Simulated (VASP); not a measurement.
Input of a VASP 6.6.1 run:

POSCAR

```
CdF2
1.0
    0.0000000000      2.6941776812      2.6941776812
    2.5516556819      0.0000000000      2.6941776812
    2.5516556819      2.6941776812      0.0000000000
Cd F
1 2
Direct
    0.0000000000      0.0000000000      0.0000000000
    0.2500000000      0.2500000000      0.2500000000
    0.7500000000      0.7500000000      0.7500000000
```

The input INCAR.step1:

```
PREC = Accurate
ENCUT = 520
ISMEAR = 0
SIGMA = 0.01
LREAL = F
LASPH = T
NELM = 80
NBANDS = 20
GGA = PE
ALGO = Normal
EDIFF = 1E-4
LWAVE = T
LCHARG = F
```

INCAR.step2

```
PREC = Accurate
ENCUT = 520
EDIFF = 1E-6
ISMEAR = 0
SIGMA = 0.01
LREAL = F
LASPH = T
NELM = 80
ALGO = Normal
ISIF = 2
LWAVE = F
LCHARG = F
METAGGA = R2SCAN
LMIXTAU = T
NBANDS = 20
ISTART = 1
```

File KPOINTS:

```
regular mesh
0
Gamma
  8 8 8
```

Potentials or basis: VASP PAW PBE potentials, release 64 (Cd, F).

Run with:

```sh
$ cat potpaw_PBE.64/Cd/POTCAR potpaw_PBE.64/F/POTCAR > POTCAR
$ cp INCAR.step1 INCAR
$ mpirun -np 1 vasp_std > vasp.out
$ cp INCAR.step2 INCAR
$ mpirun -np 1 vasp_std > vasp.out
```

(1) Predict the band gap on the k mesh.

(2) What does it give for the pressure?

Answers

(1) 3.86 eV, indirect (least direct gap 4.29 eV).

(2) 8.3 GPa.

Caveat: the cell differs from its parent crystal (uniaxial x strain -5.3%); the PAW data sets were made with another functional, which shifts forces and pressure a little.
